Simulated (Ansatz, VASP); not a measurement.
# K in VASP and in Ansatz

INCAR

```
PREC = Accurate
ENCUT = 520
EDIFF = 1E-7
ISMEAR = 0
SIGMA = 0.05
LREAL = F
LASPH = T
NELM = 80
ALGO = Fast
ISIF = 2
LWAVE = F
LCHARG = T
GGA = PE
LELF = T
LVHAR = T
NBANDS = 10
```

KPOINTS

```
Automatic mesh
0
Gamma
  10 10 10
```

Contents of POSCAR:

```
K
1.0
   -2.6637384986      2.6637384986      2.6637384986
    2.6637384986     -2.6637384986      2.6637384986
    2.6637384986      2.6637384986     -2.6637384986
K
1
Direct
    0.0000000000      0.0000000000      0.0000000000
```

Input for Ansatz:

```yaml
crystal:
  lattice:
    - [-2.6637384986, 2.6637384986, 2.6637384986]
    - [2.6637384986, -2.6637384986, 2.6637384986]
    - [2.6637384986, 2.6637384986, -2.6637384986]
  atoms:
    - { symbol: K, position: [0.0, 0.0, 0.0] }
basis:
  ecutwfc: 420
  fft_grid_basis: typed
kpoints:
  mp_grid: { grid: [10, 10, 10] }
hamiltonian:
  xc: pbe
scf:
  occupations: { method: gaussian, width: 0.05 }
output:
  forces: true
  stress: true
  eigenvalues: true
  bader: true
  write_density: true
  volumetric_format: npy
  elf: true
```

Alike in both runs: task single point; functional PBE; k mesh 10 × 10 × 10; occupations gaussian, width 0.05 eV; no spin polarisation.

|  | VASP | Ansatz |
| --- | --- | --- |
| version | VASP 6.6.1 | Ansatz 0.2.0 |
| potentials or method | VASP PAW PBE potentials, release 64 (K_sv), cutoff 520 eV | scalar-relativistic, plane waves, PAW |
| valence electrons in the cell | 9 | 9 |

|  | VASP | Ansatz | Ansatz less VASP |
| --- | --- | --- | --- |
| gap on the k mesh at the Fermi level (eV) | none | none | - |
| pressure (GPa) | -0.1 | -0.1 | +0.01 |

A gap of «none» marks a metal or a gap that the smearing closes.
